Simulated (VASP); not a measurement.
# AsO (P4/mmm) in VASP: notebook, part 2 of 2

VASP 6.6.1. Earlier steps stand in the parts before.

## Step 4: Relaxation of cell and atoms, PBE

This run uses another cell than the first one, of 16.73 Å³/atom.

File INCAR:

```
  PREC = Accurate
  ENCUT = 600
  EDIFF = 1E-6
  ISMEAR = 0
  SIGMA = 0.1
  LREAL = F
  LASPH = T
  NELM = 100
  ALGO = Normal
  ISIF = 3
  LWAVE = F
  LCHARG = F
  GGA = PE
  IBRION = 2
  NSW = 90
  EDIFFG = -0.04
```

File KPOINTS:

```
Automatic mesh
0
Gamma
  6 6 6
```

File POSCAR:

```
AsO
1.0
    3.1902220800      0.0000000000      0.0000000000
    0.0000000000      3.1902220800      0.0000000000
    0.0000000000      0.0000000000      3.2873740000
As O
1 1
Direct
    0.0000000000      0.0000000000      0.5000000000
    0.0000000000      0.0000000000      0.0000000000
```

Potentials or basis: VASP PAW PBE potentials, release 64 (As, O).

Started as:

```console
> cat potpaw_PBE.64/As/POTCAR potpaw_PBE.64/O/POTCAR > POTCAR
> mpirun -np 1 vasp_std > vasp.out
```

OUTCAR:

```text
PREC = Accurate
   ENCUT = 600
   EDIFF = 1E-6
   ISMEAR = 0
   LREAL = F
   LASPH = T
   NELM = 100
   ISIF = 3
   GGA = PE
   IBRION = 2
   NSW = 90
   EDIFFG = -0.04

 ion  position               nearest neighbor table
   1  0.000  0.000  0.500-   2 1.64   2 1.64
   2  0.000  0.000  0.000-   1 1.64   1 1.64

  LATTYP: Found a simple tetragonal cell.
 ALAT       =     3.1902220800
 C/A-ratio  =     1.0304530273

  Lattice vectors:

 A1 = (   3.1902220800,   0.0000000000,   0.0000000000)
 A2 = (   0.0000000000,   3.1902220800,   0.0000000000)
 A3 = (   0.0000000000,   0.0000000000,   3.2873740000)

Analysis of symmetry for initial positions (statically):
=====================================================================
 Subroutine PRICEL returns:
 Original cell was already a primitive cell.

 Routine SETGRP: Setting up the symmetry group for a
 simple tetragonal supercell.

 Subroutine GETGRP returns: Found 16 space group operations
 (whereof 16 operations were pure point group operations)
 out of a pool of 16 trial point group operations.

The static configuration has the point symmetry D_4h.

Analysis of symmetry for dynamics (positions and initial velocities):
=====================================================================
 Subroutine PRICEL returns:
 Original cell was already a primitive cell.

 Routine SETGRP: Setting up the symmetry group for a
 simple tetragonal supercell.

 Subroutine GETGRP returns: Found 16 space group operations
 (whereof 16 operations were pure point group operations)
 out of a pool of 16 trial point group operations.

The dynamic configuration has the point symmetry D_4h.

 Subroutine INISYM returns: Found 16 space group operations
 (whereof 16 operations are pure point group operations),
[... 109 lines left out ...]
   EMIN   =  10.00;   EMAX   =-10.00  energy-range for DOS
   EFERMI =   0.00;   METHOD = LEGACY
   ISMEAR =     0;   SIGMA  =   0.10  broadening in eV -4-tet -1-fermi 0-gaus
   EFERMI_NEDOS =   21; number of points for ismear=-14 and -15
   IALGO  =     38    algorithm
   IMIX   =      4    mixing-type and parameters
     AMIX     =   0.40;   BMIX     =  1.00
     AMIX_MAG =   1.60;   BMIX_MAG =  1.00
  volume/ion in A,a.u.               =      16.73       112.89
  Fermi-wavevector in a.u.,A,eV,Ry     =   1.129905  2.135212 17.370370  1.276686
  Thomas-Fermi vector in A             =   2.266600
   LORBIT       =      0    0 simple, 1 ext, 2 COOP (PROOUT), +10 PAW based schemes
   GGA     = PE    functional components
   LHFCALC =     F    Hartree Fock is set to
   AEXX    =    0.0000 exact exchange contribution
   IVDW    =     0    specifies the selected vdW correction
   LEPSILON=     F    determine dielectric tensor
   LRPA    =     F    only Hartree local field effects (RPA)
 conjugate gradient relaxation of ions
 non-spin polarized calculation
 Gauss-broadening in eV      SIGMA  =   0.10
  energy-cutoff  :      600.00
  volume of cell :       33.46
 maximum number of plane-waves:      1144
 NGX is ok and might be reduce to    28
   NGX = 13   NGY = 13   NGZ = 13

--------------------------------------- Ionic step        1  -------------------------------------------

 number of electron      10.9999997 magnetization

 Free energy of the ion-electron system (eV)
  ---------------------------------------------------
  ext. energy  EPLUGINS =         0.00000000
  ---------------------------------------------------
  free energy    TOTEN  =        -8.68576043 eV

  energy without entropy =       -8.68078208  energy(sigma->0) =       -8.68327126

------------------------ aborting loop because EDIFF is reached ----------------------------------------

  FORCE on cell =-STRESS in cart. coord.  units (eV):
  Direction    XX          YY          ZZ          XY          YZ          ZX
  --------------------------------------------------------------------------------------
  -------------------------------------------------------------------------------------
  Total       -2.0771395     -2.0771395     25.9982047      0.0000000      0.0000000      0.0000000
  in kB      -99.4684361    -99.4684361   1244.9817721      0.0000000      0.0000000      0.0000000
  external PRESSURE =     348.6816333 kB  Pullay stress =       0.0000000 kB
[... 386 lines left out ...]
  FREE ENERGIE OF THE ION-ELECTRON SYSTEM (eV)
  ---------------------------------------------------
  free  energy   TOTEN  =        -9.9787610696 eV

  energy  without entropy=       -9.9720305672  energy(sigma->0) =       -9.97539582

[... ionic steps 4 to 9 ...]

--------------------------------------- Ionic step       10  -------------------------------------------

 number of electron      10.9999997 magnetization

------------------------ aborting loop because EDIFF is reached ----------------------------------------
[... 364 lines left out ...]
--------------------------------------- Ionic step       12  -------------------------------------------

 number of electron      10.9999998 magnetization

 Free energy of the ion-electron system (eV)
  ---------------------------------------------------
  ext. energy  EPLUGINS =         0.00000000
  ---------------------------------------------------
  free energy    TOTEN  =       -10.34761971 eV

  energy without entropy =      -10.34316914  energy(sigma->0) =      -10.34539443

 E-fermi :   3.5863     XC(G=0):  -9.9809

 val. band max:        3.5526088177   @ k =   0.3333   0.1667   0.5000
 cond. band min:       3.6024172200   @ k =   0.5000   0.5000   0.1667
 fundamental gap:      0.0498084023
 Fermi energy:         3.5862945431
[... 317 lines left out ...]
  FREE ENERGIE OF THE ION-ELECTRON SYSTEM (eV)
  ---------------------------------------------------
  free  energy   TOTEN  =       -10.3476197123 eV

  energy  without entropy=      -10.3431691381  energy(sigma->0) =      -10.34539443

 reached required accuracy - stopping structural energy minimisation
```

CONTCAR:

```text
AsO
   1.00000000000000
     2.8755353001913440    0.0000000000000000    0.0000000000000000
     0.0000000000000000    2.8755353001913440   -0.0000000000000000
     0.0000000000000000   -0.0000000000000000    3.7019553300907901
  As              O
     1     1
Direct
     0.0000000000000000    0.0000000000000000    0.5000000000000000
     0.0000000000000000    0.0000000000000000    0.0000000000000000

  0.00000000E+00  0.00000000E+00  0.00000000E+00
  0.00000000E+00  0.00000000E+00  0.00000000E+00
```

It took 2.9 min on 1 thread of Intel Xeon 8259CL, shared host; peak memory 0.18 GiB.

What came out:

```yaml
Free_energy: -10.3476 eV
Relaxed_volume: 15.31 Å³/atom
Relaxed_cell: a = 2.876 Å, b = 2.876 Å, c = 3.702 Å, α = 90.00°, β = 90.00°, γ = 90.00°
Space_group_after_relaxing_to_0.1_Å: P4/mmm (No. 123)
Pressure_after_relaxing: -0.1 GPa
Band_gap_on_the_k_mesh: zero (an odd number of electrons rules out a gap without spin polarisation)
```

Stress tensor (GPa, compression positive):
```
-0.11  0.00  0.00
 0.00 -0.11  0.00
 0.00  0.00 -0.01
```

Final structure:
```
CELL_PARAMETERS angstrom
2.87554 0.00000 0.00000
0.00000 2.87554 0.00000
0.00000 0.00000 3.70196
ATOMIC_POSITIONS crystal
As 0.00000 0.00000 0.50000
O 0.00000 0.00000 0.00000
```

Caveat: an odd number of electrons without spin polarisation forces a metal; a magnetic or distorted state may lie lower.

## Step 5: The runs side by side

```tsv
task	cell	cutoff (eV)	gap on the mesh (eV)	pressure (GPa)
single point	a = 2.873, b = 2.873, c = 3.695 Å, 2 atoms	520	none	0.5
single point	a = 3.190, b = 3.190, c = 3.287 Å, 2 atoms	520	none	35.0
relaxation of cell and atoms	relaxed from a = 3.190, b = 3.190, c = 3.287 Å, 2 atoms	600	none	-0.1
```

Alike in all rows: level PBE; potentials or basis VASP PAW PBE potentials, release 64 (As, O); no spin polarisation; k mesh 6 × 6 × 6; smearing gaussian 0.1 eV.

Caveats: some runs use coarse meshes; an odd number of electrons without spin polarisation forces a metal; a magnetic or distorted state may lie lower; the stress differs along the axes, from -10 to 125 GPa (at least some runs); this functional lacks dispersion, which binds layers or chains, so the pressure and a relaxed spacing across them are unreliable (at least some runs).

Absolute energies hang on the potentials; compare differences alone.

The gap in the log of VASP goes by the Fermi energy; the results here count the filled bands.